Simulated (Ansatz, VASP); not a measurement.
CsPbCl3 in VASP and in Ansatz

```
Cs Pb Cl
1.0
     4.01412    2.31755    3.27732
    -4.01412    2.31755    3.27732
     0.00000   -4.63511    3.27732
Cs Pb Cl
1 1 3
Direct
  0.50000 0.50000 0.50000
  0.00000 0.00000 0.00000
  0.50000 0.00005 0.99995
  0.00005 0.99995 0.50000
  0.99995 0.50000 0.00005
```

Alike in both runs: task single point; functional LDA; k mesh 4 × 4 × 4; no spin polarisation.

|  | VASP | Ansatz |
| --- | --- | --- |
| version | VASP 6.6.1 | Ansatz 0.2.0 |
| potentials or method | VASP PAW LDA potentials, release 64 (Cs_sv, Pb_d, Cl) | plane waves, PAW |
| plane-wave cutoff (eV) | 520 | 420 |
| occupations | gaussian, width 0.01 eV | fixed |
| valence electrons in the cell | 44 | 44 |

Ansatz gave:

```
gap on the k mesh at the Fermi level (eV) : 1.89
pressure (GPa)                            : -1.9
```

Task: Estimate VASP's values.

Result: gap on the k mesh at the Fermi level (eV): 1.86; pressure (GPa): -2.0.

LDA's correlation is that of Perdew and Zunger in VASP and of Perdew and Wang (1992) in Ansatz.

Spin-orbit coupling is off throughout.
